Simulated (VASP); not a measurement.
# Mo: single point with PBEsol

The system is Mo.

```xyz
1
Lattice="2.7355 0.0000 0.0000 -1.3678 2.6059 0.0000 0.0000 0.0000 2.5552" Properties=species:S:1:pos:R:3 pbc="T T T"
Mo    0.0000    0.0000    1.2776
```

This cell differs from its parent crystal: strain +0.1000 x Voigt [0, 1, 0, 0, 0, 0].

```
Program                : VASP 6.6.1
Task                   : single point
Functional             : PBEsol
Potentials or basis    : VASP PAW PBE potentials, release 64 (Mo_sv)
Cutoff                 : 520 eV
k mesh                 : 18 × 18 × 18
Occupations            : gaussian, width 0.15 eV
Spin                   : no spin polarisation
Dipole correction      : no
Further INCAR settings : ALGO = Fast; EDIFF = 1e-06; NBANDS = 13
```

```
Pressure               : -19.0 GPa
Band gap on the k mesh : zero (bands 7 and 8 overlap by 1.81 eV)
```

Stress tensor (GPa, compression positive):
```
-22.18   0.00   0.00
  0.00 -18.60   0.00
  0.00   0.00 -16.37
```

Levels at points of the mesh, in eV from the Fermi level:
| k point | band 4 | band 5 | band 6 | band 7 | band 8 | band 9 | band 10 | band 11 |
| --- | --- | --- | --- | --- | --- | --- | --- | --- |
| (0.00, 0.00, 0.00) | -34.14 | -6.42 | -3.90 | -1.64 | 0.11 | 3.65 | 4.01 | 12.54 |
| (0.50, 0.00, 0.00) | -34.03 | -4.31 | -2.99 | 1.00 | 1.42 | 3.19 | 3.51 | 9.17 |
| (0.00, 0.50, 0.00) | -34.07 | -4.33 | -3.31 | 0.11 | 1.60 | 3.43 | 3.68 | 7.69 |
| (0.00, 0.00, 0.50) | -34.21 | -3.18 | -0.69 | 0.00 | 0.38 | 0.62 | 0.93 | 9.89 |
| (0.50, 0.00, 0.50) | -34.56 | -4.74 | -2.62 | -0.97 | 3.87 | 5.90 | 6.55 | 6.95 |
| (0.00, 0.50, 0.50) | -34.33 | -4.69 | -2.75 | -0.08 | 3.84 | 5.31 | 5.88 | 5.90 |

Run time: 2.3 min on 1 thread of Intel Xeon 8259CL, with other jobs on the host, peak memory 0.3 GiB.

Caveat: the cell differs from its parent crystal (strain +0.1000 x Voigt [0, 1, 0, 0, 0, 0]); the stress differs along the axes, from -22 to -16 GPa; the PAW data sets were made with another functional, which shifts forces and pressure a little.
